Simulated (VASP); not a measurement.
# Zn (P6_3/mmc) in VASP: further runs, part 2 of 2

VASP 6.6.1.

## (4) Relaxation of cell and atoms, PBEsol, target pressure 20 GPa, at which the enthalpy is minimised

File INCAR:

```
  PREC = Accurate
  ENCUT = 600
  EDIFF = 1E-7
  ISMEAR = -1
  SIGMA = 0.05
  LREAL = F
  LASPH = T
  NELM = 60
  ALGO = Normal
  ISIF = 3
  LWAVE = F
  LCHARG = F
  GGA = PS
  IBRION = 2
  NSW = 80
  EDIFFG = -0.02
  PSTRESS = 200.0
```

File KPOINTS:

```
Automatic mesh
0
Gamma
  11 11 6
```

File POSCAR:

```
Zn
1.0
    2.6700000000      0.0000000000      0.0000000000
   -1.3350000000      2.3122878281      0.0000000000
    0.0000000000      0.0000000000      4.9660000000
Zn
2
Direct
    0.6666666667      0.3333333333      0.7500000000
    0.3333333333      0.6666666667      0.2500000000
```

Potentials or basis: VASP PAW PBE potentials, release 64 (Zn).

Run with:

```sh
$ cat potpaw_PBE.64/Zn/POTCAR > POTCAR
$ mpirun -np 1 vasp_std > vasp.out
```

OUTCAR:

```text
PREC = Accurate
   ENCUT = 600
   EDIFF = 1E-7
   ISMEAR = -1
   LREAL = F
   LASPH = T
   NELM = 60
   ISIF = 3
   GGA = PS
   IBRION = 2
   NSW = 80
   EDIFFG = -0.02
   PSTRESS = 200.0

 ion  position               nearest neighbor table
   1  0.667  0.333  0.750-   2 2.92   2 2.92   2 2.92   2 2.92   2 2.92   2 2.92
   2  0.333  0.667  0.250-   1 2.92   1 2.92   1 2.92   1 2.92   1 2.92   1 2.92

  LATTYP: Found a hexagonal cell.
 ALAT       =     2.6700000000
 C/A-ratio  =     1.8599250936

  Lattice vectors:

 A1 = (   2.6700000000,   0.0000000000,   0.0000000000)
 A2 = (  -1.3350000000,   2.3122878281,   0.0000000000)
 A3 = (   0.0000000000,   0.0000000000,   4.9660000000)

Analysis of symmetry for initial positions (statically):
=====================================================================
 Subroutine PRICEL returns:
[... 228 lines left out ...]
      6      -2.7651      2.00000
[... 518 lines left out ...]
  energy  without entropy=       -2.9533205181  energy(sigma->0) =       -2.95524222

  enthalpy is  TOTEN    =         0.1296626375 eV   P V=        3.0868265608

[... ionic steps 4 to 8 ...]

--------------------------------------- Ionic step        9  -------------------------------------------

 number of electron      23.9999991 magnetization

------------------------ aborting loop because EDIFF is reached ----------------------------------------
[... 71 lines left out ...]
--------------------------------------- Ionic step       11  -------------------------------------------

 number of electron      23.9999995 magnetization

 Free energy of the ion-electron system (eV)
  ---------------------------------------------------
  ext. energy  EPLUGINS =         0.00000000
  ---------------------------------------------------
  free energy    TOTEN  =        -2.97695794 eV

  energy without entropy =       -2.97388165  energy(sigma->0) =       -2.97541979

 E-fermi :   5.1888     XC(G=0): -12.9783

 val. band max:        4.9602180059   @ k =   0.1818   0.1818   0.0000
 cond. band min:       5.2009711744   @ k =   0.4545   0.0909   0.5000
 fundamental gap:      0.2407531685
 Fermi energy:         5.1887971453

 k-point     1 :       0.0000    0.0000    0.0000
  band No.  band energies     occupation
      1      -7.6458      2.00000
      2      -4.8312      2.00000
      3      -3.6593      2.00000
      4      -3.5584      2.00000
      5      -3.5584      2.00000
      6      -3.4295      2.00000
[... 480 lines left out ...]
  energy  without entropy=       -2.9738816456  energy(sigma->0) =       -2.97541979

  enthalpy is  TOTEN    =         0.0407138107 eV   P V=        3.0176717514

 reached required accuracy - stopping structural energy minimisation
```

CONTCAR:

```text
Zn
   1.00000000000000
     2.5611838343426019   -0.0000000000000000    0.0000000000000000
    -1.2805919171713009    2.2180502642963340   -0.0000000000000000
     0.0000000000000000   -0.0000000000000000    4.2554005806330695
  Zn
     2
Direct
     0.6666666667000030    0.3333333332999970    0.7500000000000000
     0.3333333332999970    0.6666666667000030    0.2500000000000000

  0.00000000E+00  0.00000000E+00  0.00000000E+00
  0.00000000E+00  0.00000000E+00  0.00000000E+00
```

Wall time 6.1 min (1 thread of AMD EPYC 7R43 (Zen 3), shared host); peak memory 0.15 GiB.

What came out:

```yaml
Free_energy: -2.9770 eV
Relaxed_volume: 12.09 Å³/atom
Relaxed_cell: a = 2.561 Å, b = 2.561 Å, c = 4.255 Å, α = 90.00°, β = 90.00°, γ = 120.00°
Space_group_after_relaxing_to_0.05_Å: P6_3/mmc (No. 194)
Energy_change_on_relaxing_the_enthalpy_is_what_falls: +71.0 meV/atom
Ionic_steps: 11
Pressure_after_relaxing: 20.0 GPa
Band_gap_on_the_k_mesh: zero (band 12 reaches 6.33 eV, above the bottom of band 13 at 3.52 eV)
```

Step by step:
```csv
step,energy change (eV),largest force (eV/Å),pressure (GPa),volume (Å³)
1,0.0000,0.0000,-5.36,30.66
2,0.9912,0.0000,59.56,21.10
3,0.1618,0.0000,19.19,24.73
4,0.1753,0.0000,19.97,24.62
5,0.1618,0.0000,20.22,24.36
6,0.2077,0.0000,23.86,23.72
7,0.1677,0.0000,21.19,24.00
8,0.1774,0.0000,21.93,23.91
9,0.1795,0.0000,22.13,23.89
10,0.0996,0.0000,17.36,24.54
11,0.1420,0.0000,19.98,24.17
```

Final structure:
```xyz
2
Lattice="2.5612 0.0000 0.0000 -1.2806 2.2181 0.0000 0.0000 0.0000 4.2554" Properties=species:S:1:pos:R:3 pbc="T T T"
Zn    1.2806    0.7394    3.1916
Zn    0.0000    1.4787    1.0639
```

Caveat: the cell is relaxed towards a set pressure, so the enthalpy falls and the energy may rise; the volume moved by over 15 % at a fixed basis, so the end points are rough; the PAW data sets were made with another functional, which shifts forces and pressure a little.

## (5) Relaxation of cell and atoms, PBEsol, target pressure 30 GPa, at which the enthalpy is minimised

File INCAR:

```
PREC = Accurate ; ENCUT = 600
EDIFF = 1E-6 ; ISMEAR = -1
SIGMA = 0.05 ; LREAL = F
LASPH = T ; NELM = 80
ALGO = Normal ; ISIF = 3
LWAVE = F ; LCHARG = F
GGA = PS ; IBRION = 2
NSW = 80 ; EDIFFG = -0.02
PSTRESS = 300.0
```

KPOINTS is that of step 4.

POSCAR is that of step 4.

Run with:

```sh
$ cat potpaw_PBE.64/Zn/POTCAR > POTCAR
$ mpirun -np 1 vasp_std > vasp.out
```

It took 6 min on 1 thread of AMD EPYC 7R43 (Zen 3), shared host; peak memory 0.15 GiB.

It converged, with:

```yaml
Free_energy: -2.7979 eV
Relaxed_volume: 11.51 Å³/atom
Relaxed_cell: a = 2.517 Å, b = 2.517 Å, c = 4.196 Å, α = 90.00°, β = 90.00°, γ = 120.00°
Space_group_after_relaxing_to_0.05_Å: P6_3/mmc (No. 194)
Energy_change_on_relaxing_the_enthalpy_is_what_falls: +160.6 meV/atom
Ionic_steps: 12
Pressure_after_relaxing: 30.1 GPa
Band_gap_on_the_k_mesh: zero (band 12 reaches 6.80 eV, above the bottom of band 13 at 4.03 eV)
```

Stress tensor (GPa, compression positive):
```
30.13  0.00  0.00
 0.00 30.13  0.00
 0.00  0.00 29.90
```

Step by step:
```
step  energy change (eV)  largest force (eV/Å)  pressure (GPa)  volume (Å³)
   1              0.0000                0.0000           -5.34        30.66
   2              2.8031                0.0000          135.56        17.97
   3              0.2972                0.0000           26.75        23.78
   4              0.3406                0.0000           29.14        23.53
   5              0.3648                0.0000           30.47        23.40
   6              0.3483                0.0000           30.43        23.09
   7              0.6589                0.0000           43.85        21.92
   8              0.4120                0.0000           34.66        22.59
   9              0.3679                0.0000           32.46        22.78
  10              0.3730                0.0000           32.66        22.75
  11              0.2510                0.0000           26.32        23.42
  12              0.3211                0.0000           30.05        23.02
```

Final structure:
```
CELL_PARAMETERS angstrom
2.51657 0.00000 0.00000
-1.25829 2.17942 0.00000
0.00000 0.00000 4.19626
ATOMIC_POSITIONS crystal
Zn 0.66667 0.33333 0.75000
Zn 0.33333 0.66667 0.25000
```

Levels at points of the mesh, in eV from the Fermi level:
```csv
k point,band 9,band 10,band 11,band 12,band 13,band 14,band 15,band 16
"(0.00, 0.00, 0.00)",-8.59,-8.04,-8.04,-4.94,-1.68,18.34,18.34,19.28
"(0.00, 0.00, 0.50)",-8.22,-8.22,-8.22,-8.22,7.77,7.77,20.06,20.06
```

Caveat: the cell is relaxed towards a set pressure, so the enthalpy falls and the energy may rise; the volume moved by over 15 % at a fixed basis, so the end points are rough; the PAW data sets were made with another functional, which shifts forces and pressure a little.

## (6) Single point, PBE

This run uses another cell than the first one, of 15.64 Å³/atom, 1.020 times its volume.

File INCAR:

```
SYSTEM = Zn
PREC = Accurate
ENCUT = 500
EDIFF = 1E-6
ISMEAR = -1
SIGMA = 0.05
LREAL = .FALSE.
LASPH = .TRUE.
NELM = 120
ALGO = Normal
ISIF = 2
LWAVE = .FALSE.
LCHARG = .FALSE.
GGA = PE
NBANDS = 19
GGA_COMPAT = .FALSE.
```

File KPOINTS:

```
regular mesh
0
G
  9 9 5
  0 0 0
```

File POSCAR:

```
Zn
1.0
    2.6967000000      0.0000000000      0.0000000000
   -1.3483500000      2.3354107064      0.0000000000
    0.0000000000      0.0000000000      4.9660000000
Zn
2
Direct
    0.6666666667      0.3333333333      0.7500000000
    0.3333333333      0.6666666667      0.2500000000
```

Potentials or basis: VASP PAW PBE potentials, release 64 (Zn).

Run with:

```sh
$ cat potpaw_PBE.64/Zn/POTCAR > POTCAR
$ mpirun -np 1 vasp_std > vasp.out
```

Run time: 12 s. Hardware: 1 thread of Intel Xeon 6975P-C (Granite Rapids), shared host; peak memory 0.13 GiB.

Results (log left out):

```yaml
Free_energy: -2.1732 eV
Pressure: -1.8 GPa
Band_gap_on_the_k_mesh: zero (band 12 reaches 3.63 eV, above the bottom of band 13 at -0.05 eV)
```

Stress tensor (GPa, compression positive):
```
-2.68  0.00  0.00
 0.00 -2.68  0.00
 0.00  0.00 -0.05
```

Levels at points of the mesh, in eV from the Fermi level:
| k point | band 9 | band 10 | band 11 | band 12 | band 13 | band 14 | band 15 | band 16 |
| --- | --- | --- | --- | --- | --- | --- | --- | --- |
| (0.00, 0.00, 0.00) | -7.53 | -7.33 | -7.33 | -3.73 | -3.24 | 13.36 | 16.63 | 16.63 |

## (7) Summary

```tsv
task	level	cell	k mesh	cutoff (eV)	gap on the mesh (eV)	pressure (GPa)
relaxation of cell and atoms	PBEsol	relaxed to 5 GPa from a = 2.670, b = 2.670, c = 4.966 Å, angles 90.0, 90.0, 120.0°, 2 atoms	11 × 11 × 6	600	none	4.9
relaxation of cell and atoms	PBEsol	relaxed to 10 GPa from a = 2.670, b = 2.670, c = 4.966 Å, angles 90.0, 90.0, 120.0°, 2 atoms	11 × 11 × 6	600	none	10.1
relaxation of cell and atoms	PBEsol	relaxed to 20 GPa from a = 2.670, b = 2.670, c = 4.966 Å, angles 90.0, 90.0, 120.0°, 2 atoms	11 × 11 × 6	600	none	20.0
relaxation of cell and atoms	PBEsol	relaxed to 30 GPa from a = 2.670, b = 2.670, c = 4.966 Å, angles 90.0, 90.0, 120.0°, 2 atoms	11 × 11 × 6	600	none	30.1
single point	PBE	a = 2.697, b = 2.697, c = 4.966 Å, angles 90.0, 90.0, 120.0°, 2 atoms	9 × 9 × 5	500	none	-1.8
```

Alike in all rows: potentials or basis VASP PAW PBE potentials, release 64 (Zn); no spin polarisation; smearing fermi-dirac 0.05 eV.

Caveats: the cell is relaxed towards a set pressure, so the enthalpy falls and the energy may rise (some runs); the PAW data sets were made with another functional, which shifts forces and pressure a little (some runs); the volume moved by over 15 % at a fixed basis, so the end points are rough (some runs).

Absolute energies hang on the potentials; compare differences alone.
